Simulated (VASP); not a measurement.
A run of VASP 6.6.1 is set up as follows.

Contents of INCAR:

```
PREC = Accurate
ENCUT = 520
EDIFF = 1E-7
ISMEAR = 0
SIGMA = 0.15
LREAL = F
LASPH = T
NELM = 80
ALGO = Fast
ISIF = 2
LWAVE = F
LCHARG = F
NBANDS = 17
```

Contents of KPOINTS:

```
regular mesh
0
Gamma
  12 12 8
```

File POSCAR:

```
Sr
1.0
    4.2940391435      0.0000000000      0.0000000000
   -2.1470195718      3.5528298300      0.0000000000
    0.0000000000      0.0000000000      6.7154259278
Sr
2
Direct
    0.2764649393      0.6666666667      0.2500000000
    0.7235350607      0.3333333333      0.7500000000
```

Potentials or basis: VASP PAW LDA potentials, release 64 (Sr_sv).

The run is started by

```console
$ cat potpaw_LDA.64/Sr_sv/POTCAR > POTCAR
$ mpirun -np 1 vasp_std > vasp.out
```

(1) What does it give for the band gap on the k mesh?

(2) Predict the largest force.

(3) What does it give for the pressure?

## Answers

(1) zero (bands 10 and 11 overlap by 0.40 eV).

(2) 0.161 eV/Å.

(3) -0.6 GPa.

Caveat: the cell differs from its parent crystal (atoms displaced along a vibrational mode, the cell strained).
